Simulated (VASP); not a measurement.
# TiN (l.b) (Fm-3m) in VASP: single point with LDA

Aim: the single point of TiN (l.b) with LDA.

All numbers are computed with VASP 6.6.1; they aren't measurements. Logs are shortened: lines on timing, memory, paths and dates and some standing lists are left out, and cuts for length are marked.

### Step 1. The cell of the first run

Symmetry: Fm-3m, No. 225, cubic system. The conventional cell has a = 4.173 Å, b = 4.173 Å, c = 4.173 Å, α = 90.00°, β = 90.00°, γ = 90.00°. Ti (site symmetry m-3m) has 6 N at 2.09 Å within 2.8 Å. N (site symmetry m-3m) has 6 Ti at 2.09 Å within 2.8 Å.

### Step 2. Single point, LDA

Contents of INCAR:

```
PREC = Accurate
ENCUT = 600
EDIFF = 1E-6
ISMEAR = 0
SIGMA = 0.1
LREAL = F
LASPH = T
NELM = 120
ALGO = Normal
ISIF = 2
LWAVE = F
LCHARG = F
NBANDS = 16
GGA_COMPAT = F
```

Contents of KPOINTS:

```
regular mesh
0
Gamma
  8 8 8
```

Contents of POSCAR:

```
TiN
1.0
    0.0000000000      2.0864398281      2.0864398281
    2.0864398281      0.0000000000      2.0864398281
    2.0864398281      2.0864398281      0.0000000000
Ti N
1 1
Direct
    0.0000000000      0.0000000000      0.0000000000
    0.5000000000      0.5000000000      0.5000000000
```

Potentials or basis: VASP PAW LDA potentials, release 64 (Ti_sv, N).

On the command line:

```console
cat potpaw_LDA.64/Ti_sv/POTCAR potpaw_LDA.64/N/POTCAR > POTCAR
mpirun -np 1 vasp_std > vasp.out
```

OUTCAR:

```text
PREC = Accurate
   ENCUT = 600
   EDIFF = 1E-6
   ISMEAR = 0
   LREAL = F
   LASPH = T
   NELM = 120
   ISIF = 2

 ion  position               nearest neighbor table
   1  0.000  0.000  0.000-   2 2.09   2 2.09   2 2.09   2 2.09   2 2.09   2 2.09
   2  0.500  0.500  0.500-   1 2.09   1 2.09   1 2.09   1 2.09   1 2.09   1 2.09

  LATTYP: Found a face centered cubic cell.
 ALAT       =     4.1728796562

  Lattice vectors:

 A1 = (   0.0000000000,   2.0864398281,   2.0864398281)
 A2 = (   2.0864398281,   0.0000000000,   2.0864398281)
 A3 = (   2.0864398281,   2.0864398281,   0.0000000000)

Analysis of symmetry for initial positions (statically):
=====================================================================
 Subroutine PRICEL returns:
 Original cell was already a primitive cell.

 Routine SETGRP: Setting up the symmetry group for a
 face centered cubic supercell.

 Subroutine GETGRP returns: Found 48 space group operations
 (whereof 48 operations were pure point group operations)
 out of a pool of 48 trial point group operations.

The static configuration has the point symmetry O_h .

Analysis of symmetry for dynamics (positions and initial velocities):
=====================================================================
 Subroutine PRICEL returns:
 Original cell was already a primitive cell.

 Routine SETGRP: Setting up the symmetry group for a
 face centered cubic supercell.

 Subroutine GETGRP returns: Found 48 space group operations
 (whereof 48 operations were pure point group operations)
 out of a pool of 48 trial point group operations.

The dynamic configuration has the point symmetry O_h .

 Subroutine INISYM returns: Found 48 space group operations
 (whereof 48 operations are pure point group operations),
 and found     1 'primitive' translations

----------------------------------------------------------------------------------------

                                     Primitive cell

  volume of cell :      18.1655

  direct lattice vectors                    reciprocal lattice vectors
     0.000000000  2.086439828  2.086439828    -0.239642665  0.239642665  0.239642665
     2.086439828  0.000000000  2.086439828     0.239642665 -0.239642665  0.239642665
     2.086439828  2.086439828  0.000000000     0.239642665  0.239642665 -0.239642665

  length of vectors
     2.950671502  2.950671502  2.950671502     0.415073271  0.415073271  0.415073271

  position of ions in fractional coordinates (direct lattice)
     0.000000000  0.000000000  0.000000000
     0.500000000  0.500000000  0.500000000

  ion indices of the primitive-cell ions
   primitive index   ion index
                 1           1
                 2           2

----------------------------------------------------------------------------------------

 KPOINTS: regular mesh

Automatic generation of k-mesh.
 Grid dimensions read from file:
 generate k-points for:    8    8    8

 Generating k-lattice:

  Cartesian coordinates                     Fractional coordinates (reciprocal lattice)
    -0.029955333  0.029955333  0.029955333     0.125000000  0.000000000  0.000000000
     0.029955333 -0.029955333  0.029955333     0.000000000  0.125000000  0.000000000
     0.029955333  0.029955333 -0.029955333     0.000000000  0.000000000  0.125000000

  Length of vectors
     0.051884159  0.051884159  0.051884159

  Shift w.r.t. Gamma in fractional coordinates (k-lattice)
     0.000000000  0.000000000  0.000000000

 Subroutine IBZKPT returns following result:
 ===========================================

 Found     29 irreducible k-points:

 Following reciprocal coordinates:
            Coordinates               Weight
  0.000000  0.000000  0.000000      1.000000
  0.125000  0.000000  0.000000      8.000000
  0.250000  0.000000  0.000000      8.000000
  0.375000  0.000000  0.000000      8.000000
  0.500000  0.000000  0.000000      4.000000
  0.125000  0.125000  0.000000      6.000000
[... 16 lines left out ...]
  0.500000  0.250000  0.125000     48.000000
 -0.375000  0.250000  0.125000     24.000000
 [... further k-points ...]
   k-points           NKPTS =     29   k-points in BZ     NKDIM =     29   number of bands    NBANDS=     16
   number of dos      NEDOS =    301   number of ions     NIONS =      2
   total plane-waves  NPLWV =  13824
   dimension x,y,z NGX =    24 NGY =   24 NGZ =   24
   dimension x,y,z NGXF=    48 NGYF=   48 NGZF=   48
   ions per type =               1   1
   NGX,Y,Z   is equivalent  to a cutoff of  13.52, 13.52, 13.52 a.u.
   NGXF,Y,Z  is equivalent  to a cutoff of  27.04, 27.04, 27.04 a.u.
 SYSTEM =  unknown system
   PREC   = accura    normal or accurate (medium, high low for compatibility)
   ISTART =      0    job   : 0-new  1-cont  2-samecut
   ICHARG =      2    charge: 1-file 2-atom 10-const
   ISPIN  =      1    spin polarized calculation?
   LNONCOLLINEAR =      F non collinear calculations
   LSORBIT =      F    spin-orbit coupling
   LASPH  =      T    aspherical Exc in radial PAW
   ENCUT  =  600.0 eV  44.10 Ry    6.64 a.u.   5.89  5.89  5.89*2*pi/ulx,y,z
   NELM   =    120;   NELMIN=  2; NELMDL= -5     # of ELM steps
   EDIFF  = 0.1E-05   stopping-criterion for ELM
   LREAL  =      F    real-space projection
   EDIFFG = 0.1E-04   stopping-criterion for IOM
   NSW    =      0    number of steps for IOM
   IBRION =     -1    ionic relax: 0-MD 1-quasi-New 2-CG
   NFREE  =      0    steps in history (QN), initial steepest desc. (CG)
   ISIF   =      2    stress and relaxation
   ISYM   =      2    0-nonsym 1-usesym 2-fastsym
   POTIM  = 0.5000    time-step for ionic-motion
   TEBEG  =    0.0;   TEEND  =   0.0 temperature during run
   PSTRESS=    0.0 pullay stress
   NELECT =      17.0000    total number of electrons
   NUPDOWN=      -1.0000    fix difference up-down
   EMIN   =  10.00;   EMAX   =-10.00  energy-range for DOS
   EFERMI =   0.00;   METHOD = LEGACY
   ISMEAR =     0;   SIGMA  =   0.10  broadening in eV -4-tet -1-fermi 0-gaus
   EFERMI_NEDOS =   21; number of points for ismear=-14 and -15
   IALGO  =     38    algorithm
   IMIX   =      4    mixing-type and parameters
     AMIX     =   0.40;   BMIX     =  1.00
     AMIX_MAG =   1.60;   BMIX_MAG =  1.00
  volume/ion in A,a.u.               =       9.08        61.29
  Fermi-wavevector in a.u.,A,eV,Ry     =   1.601309  3.026036 34.887951  2.564192
  Thomas-Fermi vector in A             =   2.698308
   LORBIT       =      0    0 simple, 1 ext, 2 COOP (PROOUT), +10 PAW based schemes
   GGA     = CA    functional components
   LHFCALC =     F    Hartree Fock is set to
   AEXX    =    0.0000 exact exchange contribution
   IVDW    =     0    specifies the selected vdW correction
   LEPSILON=     F    determine dielectric tensor
   LRPA    =     F    only Hartree local field effects (RPA)
 non-spin polarized calculation
 Gauss-broadening in eV      SIGMA  =   0.10
  energy-cutoff  :      600.00
  volume of cell :       18.17
 maximum number of plane-waves:       620
   NGX = 11   NGY = 11   NGZ = 11

 number of electron      16.9999996 magnetization

 Free energy of the ion-electron system (eV)
  ---------------------------------------------------
  ext. energy  EPLUGINS =         0.00000000
  ---------------------------------------------------
  free energy    TOTEN  =       -21.66201058 eV

  energy without entropy =      -21.65358593  energy(sigma->0) =      -21.65779826

 E-fermi :  11.8721     XC(G=0): -13.6422

 val. band max:       11.8651118409   @ k =   0.3750   0.1250   0.0000
 cond. band min:      11.8968023939   @ k =  -0.3750   0.3750   0.1250
 fundamental gap:      0.0316905530
 Fermi energy:        11.8720803471

 k-point     1 :       0.0000    0.0000    0.0000
  band No.  band energies     occupation
      1     -45.2090      2.00000
      2     -21.5258      2.00000
      3     -21.5258      2.00000
      4     -21.5258      2.00000
      5      -5.2773      2.00000
      6       9.7892      2.00000
[... 8 lines left out ...]
     15      25.1836      0.00000
     16      32.3269      0.00000

 k-point     2 :       0.1250    0.0000    0.0000
  band No.  band energies     occupation
      1     -45.1904      2.00000
      2     -21.6494      2.00000
      3     -21.5356      2.00000
      4     -21.5356      2.00000
      5      -4.9471      2.00000
      6       8.3592      2.00000
[... 8 lines left out ...]
     15      25.4156      0.00000
     16      31.8166      0.00000

 k-point     3 :       0.2500    0.0000    0.0000
  band No.  band energies     occupation
      1     -45.1452      2.00000
      2     -21.9382      2.00000
      3     -21.5593      2.00000
      4     -21.5593      2.00000
      5      -4.0843      2.00000
      6       6.1620      2.00000
[... 8 lines left out ...]
     15      25.2098      0.00000
     16      29.9674      0.00000

 k-point     4 :       0.3750    0.0000    0.0000
  band No.  band energies     occupation
      1     -45.0996      2.00000
      2     -22.2149      2.00000
      3     -21.5829      2.00000
      4     -21.5829      2.00000
      5      -3.0545      2.00000
      6       4.2917      2.00000
[... 8 lines left out ...]
     15      25.6226      0.00000
     16      27.7686      0.00000

 k-point     5 :       0.5000    0.0000    0.0000
  band No.  band energies     occupation
      1     -45.0805      2.00000
      2     -22.3263      2.00000
      3     -21.5925      2.00000
      4     -21.5925      2.00000
      5      -2.5290      2.00000
      6       3.4889      2.00000
[... 8 lines left out ...]
     15      26.2406      0.00000
     16      26.7904      0.00000

 k-point     6 :       0.1250    0.1250    0.0000
  band No.  band energies     occupation
      1     -45.1842      2.00000
      2     -21.6407      2.00000
      3     -21.5629      2.00000
      4     -21.5629      2.00000
      5      -4.8622      2.00000
      6       7.5379      2.00000
[... 8 lines left out ...]
     15      25.6224      0.00000
     16      31.1979      0.00000

 k-point     7 :       0.2500    0.1250    0.0000
  band No.  band energies     occupation
      1     -45.1479      2.00000
      2     -21.8519      2.00000
      3     -21.5990      2.00000
      4     -21.5830      2.00000
      5      -4.2522      2.00000
      6       6.1622      2.00000
[... 8 lines left out ...]
     15      25.5965      0.00000
     16      29.9770      0.00000

 k-point     8 :       0.3750    0.1250    0.0000
  band No.  band energies     occupation
      1     -45.1025      2.00000
      2     -22.1154      2.00000
      3     -21.6226      2.00000
      4     -21.6192      2.00000
      5      -3.3878      2.00000
      6       4.8536      2.00000
[... 8 lines left out ...]
     15      25.3239      0.00000
     16      27.9355      0.00000

 k-point     9 :       0.5000    0.1250    0.0000
  band No.  band energies     occupation
      1     -45.0746      2.00000
      2     -22.2694      2.00000
      3     -21.6607      2.00000
      4     -21.6202      2.00000
      5      -2.7452      2.00000
      6       3.9427      2.00000
[... 8 lines left out ...]
     15      25.7912      0.00000
     16      26.6132      0.00000
[... 172 lines left out ...]
 k-point    19 :       0.5000    0.3750    0.0000
  band No.  band energies     occupation
      1     -45.0454      2.00000
      2     -22.1465      2.00000
      3     -21.8174      2.00000
      4     -21.7520      2.00000
      5      -3.6659      2.00000
      6       5.7902      2.00000
[... 8 lines left out ...]
     15      24.4845      0.00000
     16      26.2324      0.00000

 k-point    20 :      -0.3750    0.3750    0.0000
  band No.  band energies     occupation
      1     -45.0425      2.00000
      2     -22.0730      2.00000
      3     -21.9625      2.00000
      4     -21.7131      2.00000
      5      -3.3404      2.00000
      6       5.8558      2.00000
[... 8 lines left out ...]
     15      24.1014      0.00000
     16      25.2441      0.00000

 k-point    21 :       0.5000    0.5000    0.0000
  band No.  band energies     occupation
      1     -45.0393      2.00000
      2     -22.1878      2.00000
      3     -21.7789      2.00000
      4     -21.7789      2.00000
      5      -3.8402      2.00000
      6       5.9799      2.00000
[... 8 lines left out ...]
     15      24.0359      0.00000
     16      26.9366      0.00000

 k-point    22 :       0.3750    0.2500    0.1250
  band No.  band energies     occupation
      1     -45.1116      2.00000
      2     -21.9895      2.00000
      3     -21.7017      2.00000
      4     -21.5996      2.00000
      5      -3.7231      2.00000
      6       5.3134      2.00000
[... 8 lines left out ...]
     15      25.2911      0.00000
     16      27.5757      0.00000

 k-point    23 :       0.5000    0.2500    0.1250
  band No.  band energies     occupation
      1     -45.0750      2.00000
      2     -22.1334      2.00000
      3     -21.7733      2.00000
      4     -21.6368      2.00000
      5      -3.1655      2.00000
      6       4.7397      2.00000
[... 8 lines left out ...]
     15      24.9370      0.00000
     16      26.4473      0.00000

 k-point    24 :      -0.3750    0.2500    0.1250
  band No.  band energies     occupation
      1     -45.0598      2.00000
      2     -22.1956      2.00000
      3     -21.7916      2.00000
      4     -21.6599      2.00000
      5      -2.9230      2.00000
      6       4.5034      2.00000
[... 8 lines left out ...]
     15      25.1636      0.00000
     16      26.1847      0.00000

 [... further k-points ...]
[... 5 lines left out ...]
  --------------------------------------------------------------------------------------
  -------------------------------------------------------------------------------------
  Total        0.1043152      0.1043152      0.1043152      0.0000000     -0.0000000      0.0000000
  in kB        9.2004863      9.2004863      9.2004863      0.0000000     -0.0000000      0.0000000
  external PRESSURE =       9.2004863 kB  Pullay stress =       0.0000000 kB

 VOLUME and BASIS-vectors are now :
 -----------------------------------------------------------------------------
  energy-cutoff  :      600.00
  volume of cell :       18.17
      direct lattice vectors                 reciprocal lattice vectors
     0.000000000  2.086439828  2.086439828    -0.239642665  0.239642665  0.239642665
     2.086439828  0.000000000  2.086439828     0.239642665 -0.239642665  0.239642665
     2.086439828  2.086439828  0.000000000     0.239642665  0.239642665 -0.239642665

 POSITION                                       TOTAL-FORCE (eV/Angst)
 -----------------------------------------------------------------------------------
      0.00000      0.00000      0.00000         0.000000      0.000000      0.000000
      2.08644      2.08644      2.08644         0.000000      0.000000     -0.000000
 -----------------------------------------------------------------------------------
    total drift:                                0.000000     -0.000000     -0.000000

  FREE ENERGIE OF THE ION-ELECTRON SYSTEM (eV)
  ---------------------------------------------------
  free  energy   TOTEN  =       -21.6620105808 eV

  energy  without entropy=      -21.6535859310  energy(sigma->0) =      -21.65779826
```

Wall time 19 s (1 thread of Intel Xeon 8259CL, shared host); peak memory 0.13 GiB.

What came out:

```yaml
Free_energy: -21.6620 eV
Pressure: 0.9 GPa
```

Levels at points of the mesh, in eV from the Fermi level:
```
           k point  band 7  band 8  band 9  band 10  band 11  band 12
(0.00, 0.00, 0.00)   -2.08   -2.08   -0.70    -0.70    -0.70     0.59
(0.50, 0.00, 0.00)   -5.75   -5.75    1.81     1.81     2.55     6.13
(0.50, 0.50, 0.00)   -3.33   -3.27   -3.27     1.75     2.58     2.58
```
